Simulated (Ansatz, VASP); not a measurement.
## One calculation of Au, two programs

```
Au
1.0
     2.93816    0.00000    0.00000
    -1.46908    2.54452    0.00000
     0.00000    0.00000    4.94422
Au
2
Cartesian
  1.4691 0.8482 1.2361
  0.0000 1.6963 3.7082
```

Alike in both runs: task single point; functional PBE0; k mesh 6 × 6 × 4; occupations fermi-dirac, width 0.05 eV; no spin polarisation.

|  | VASP | Ansatz |
| --- | --- | --- |
| version | VASP 6.6.1 | Ansatz 0.2.0 |
| potentials or method | VASP PAW PBE potentials, release 64 (Au) | Ansatz PAW |
| plane-wave cutoff (eV) | 520 | 420 |
| valence electrons in the cell | 22 | 38 |

```tsv
	VASP	Ansatz	Ansatz less VASP
gap on the k mesh at the Fermi level (eV)	none	none	-
pressure (GPa)	-4.6	-4.5	+0.12
traceless stress, the component that is largest in VASP (GPa)	-4.84	-4.81	+0.030
```

A gap of «none» marks a metal or a gap that the smearing closes. With one functional, cell and mesh, what is left measures potentials, basis and numerics. VASP's potentials hold 22 valence electrons a cell and Ansatz's 38, so a difference there can come from the potentials and not from the codes.

The k mesh is coarse, so the values compare programs but aren't converged. Spin-orbit coupling is off throughout.
